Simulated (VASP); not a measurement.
Set up this calculation in VASP 6.6.1, as the native input.

* Task: single point
* Functional: r2SCAN
* Potentials or basis: VASP PAW PBE potentials, release 64 (C, Si, N)
* Cutoff: 520 eV
* k mesh: 4 × 10 × 4
* Occupations: fermi-dirac, width 0.02 eV
* Spin: no spin polarisation
* Dipole correction: no
* Further INCAR settings: ALGO = Normal; EDIFF = 1e-06; NBANDS = 45

The system is SiC5N8.

```
C Si N
1.0
     6.72467    0.00000    0.05289
     0.00000    2.49270    0.00000
    -3.31672    0.00000    5.65371
C Si N
5 1 8
Direct
  0.57513 0.50000 0.80342
  0.76651 0.00000 0.60068
  0.24223 0.50000 0.41213
  0.17540 0.50000 0.77251
  0.40211 0.00000 0.18603
  0.82980 0.00000 0.22782
  0.32524 0.50000 0.66082
  0.65667 0.00000 0.34265
  0.71137 0.50000 0.68458
  0.63804 0.00000 0.93960
  0.02935 0.00000 0.69232
  0.00368 0.50000 0.28705
  0.32393 0.00000 0.35362
  0.32053 0.50000 0.03676
```

One way to write it, as run:

POSCAR

```
SiC5N8
1.0
    6.7246709876      0.0000000000      0.0528885511
    0.0000000000      2.4927016421      0.0000000000
   -3.3167173042      0.0000000000      5.6537100002
C Si N
5 1 8
Direct
    0.5751256592      0.5000000000      0.8034234727
    0.7665090019      0.0000000000      0.6006826061
    0.2422291799      0.5000000000      0.4121279296
    0.1754045296      0.5000000000      0.7725133154
    0.4021146690      0.0000000000      0.1860336431
    0.8298026906      0.0000000000      0.2278171920
    0.3252423251      0.5000000000      0.6608189823
    0.6566701590      0.0000000000      0.3426523349
    0.7113673546      0.5000000000      0.6845812904
    0.6380366702      0.0000000000      0.9395992639
    0.0293542505      0.0000000000      0.6923204759
    1.0036799753      0.5000000000      0.2870521643
    0.3239298503      0.0000000000      0.3536205029
    0.3205336850      0.5000000000      0.0367568265
```

INCAR.step1

```
SYSTEM = SiC5N8
ALGO = Normal
EDIFF = 1E-4
ENCUT = 520
GGA = PE
ISMEAR = -1
LASPH = .True.
LCHARG = .False.
LREAL = .False.
LWAVE = .True.
NBANDS = 45
NELM = 80
PREC = Accurate
SIGMA = 0.02
```

INCAR.step2

```
SYSTEM = SiC5N8
ALGO = Normal
EDIFF = 1E-6
ENCUT = 520
ISIF = 2
ISMEAR = -1
ISTART = 1
LASPH = .True.
LCHARG = .False.
LMIXTAU = .True.
LREAL = .False.
LWAVE = .False.
METAGGA = R2SCAN
NBANDS = 45
NELM = 80
PREC = Accurate
SIGMA = 0.02
```

KPOINTS

```
k-points
0
Gamma
  4 10 4
  0 0 0
```

Potentials or basis: VASP PAW PBE potentials, release 64 (C, Si, N).

Launch:

```bash
$ cat potpaw_PBE.64/C/POTCAR potpaw_PBE.64/Si/POTCAR potpaw_PBE.64/N/POTCAR > POTCAR
$ cp INCAR.step1 INCAR
$ mpirun -np 1 vasp_std > vasp.out
$ cp INCAR.step2 INCAR
$ mpirun -np 1 vasp_std > vasp.out
```

It gave:

| Item | Value |
| --- | --- |
| Pressure | 0.9 GPa |
| Largest force | 0.110 eV/Å |
| Band gap on the k mesh | 3.32 eV, indirect (least direct gap 3.43 eV) |

Caveat: the PAW data sets were made with another functional, which shifts forces and pressure a little.

Wall time 13 min on 1 thread of Intel(R) Xeon(R) Platinum 8488C (Sapphire Rapids), on a shared host, peak memory 0.35 GiB.
